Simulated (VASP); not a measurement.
SiC:

```
Si C
1.0
     3.69791    0.00000    0.00000
    -1.84896    3.20249    0.00000
     0.00000    0.00000    7.88356
Si C
3 3
Direct
  0.50000 0.00000 0.50000
  0.00000 0.50000 0.50000
  0.50000 0.50000 0.50000
  0.00000 0.00000 0.50000
  0.00000 0.00000 0.86955
  0.00000 0.00000 0.13045
```

```yaml
Program: VASP 6.6.1
Task: relaxation of cell and atoms
Functional: PBE
Potentials_or_basis: VASP PAW PBE potentials, release 64 (Si, C)
Cutoff: 600 eV
k_mesh: 6 × 6 × 2
Occupations: gaussian, width 0.1 eV
Spin: no spin polarisation
```

At the start: pressure 63.6 GPa; volume 15.56 Å³/atom.

Problem. Where does the relaxation end?

Solution. Over 37 steps the energy falls by 3507.3 meV/atom and the volume is 17.07 Å³/atom (+9.7 %); space group P6/mmm (No. 191, to 0.05 Å).

Step by step:
| step | energy change (eV) | largest force (eV/Å) | pressure (GPa) | volume (Å³) |
| --- | --- | --- | --- | --- |
| 1 | 0.0000 | 5.5531 | 63.62 | 93.36 |
| 2 | -12.6121 | 3.8718 | -11.64 | 189.10 |
| 3 | -13.1526 | 6.6415 | -6.75 | 146.24 |
| 4 | -13.4498 | 6.5925 | -9.44 | 157.77 |
| 5 | 5.0338 | 142.9959 | 35.75 | 139.47 |
| 6 | -13.1750 | 6.6255 | -9.68 | 156.77 |
| 7 | -13.5225 | 6.5905 | -9.70 | 155.82 |
| 8 | -15.1627 | 4.5725 | -5.13 | 147.73 |
| 9 | -15.1214 | 2.1053 | -7.81 | 150.17 |
| 10 | -15.2331 | 0.5949 | -6.68 | 148.97 |
| 11 | -15.2365 | 1.1788 | -6.45 | 148.75 |
| 12 | -15.9468 | 1.3319 | -4.02 | 130.59 |
| 13 | -16.4203 | 1.6087 | 1.22 | 109.24 |
| 14 | -16.9370 | 0.2646 | 1.41 | 102.88 |
| 15 | -18.0229 | 1.0184 | 10.23 | 84.14 |
| 16 | -18.6632 | 0.0516 | 6.98 | 83.91 |
| 17 | -20.2132 | 2.6367 | 14.14 | 82.12 |
| 18 | -0.9809 | 27.4703 | 133.64 | 72.59 |
| 19 | -19.8002 | 11.2769 | 17.81 | 81.94 |
| 20 | -19.7867 | 11.7915 | 19.44 | 81.74 |
| 21 | -19.9137 | 10.7087 | 20.13 | 81.88 |
| 22 | -20.0946 | 6.8148 | 22.77 | 82.26 |
| 23 | -20.0936 | 6.1404 | 23.40 | 82.31 |
| 24 | -20.1986 | 5.2706 | 21.90 | 82.60 |
| 25 | -20.4414 | 2.7693 | 17.84 | 83.46 |
| 26 | -20.6178 | 1.5164 | 11.23 | 85.17 |
| 27 | -20.6612 | 1.1403 | 10.26 | 85.71 |
| 28 | -20.7621 | 0.0175 | 7.52 | 87.36 |
| 29 | -20.8372 | 2.3767 | 2.72 | 90.72 |
| 30 | -20.8958 | 0.9932 | 0.88 | 92.08 |
| 31 | -20.9255 | 0.6731 | -1.66 | 94.24 |
| 32 | -20.9810 | 0.2565 | -1.68 | 95.02 |
| 33 | -21.0792 | 0.4483 | -1.39 | 97.31 |
| 34 | -21.0361 | 1.0692 | 0.82 | 101.71 |
| 35 | -20.9929 | 3.5714 | 0.73 | 102.61 |
| 36 | -21.0422 | 0.0877 | 0.75 | 101.95 |
| 37 | -21.0436 | 0.0364 | 0.20 | 102.41 |

Final structure:
```xyz
6
Lattice="5.5969 0.0000 0.0000 -2.7985 4.8471 0.0000 0.0000 0.0000 3.7750" Properties=species:S:1:pos:R:3 pbc="T T T"
Si    2.7985    0.0000    1.8875
Si   -1.3992    2.4235    1.8875
Si    1.3992    2.4235    1.8875
C     0.0000    0.0000    1.8875
C     0.0000    0.0000    3.1581
C     0.0000    0.0000    0.6168
```

Caveat: the k points lie up to 0.83 Å⁻¹ apart in the final cell; this functional lacks dispersion, which binds the layers, so the pressure and a relaxed spacing across them are unreliable.
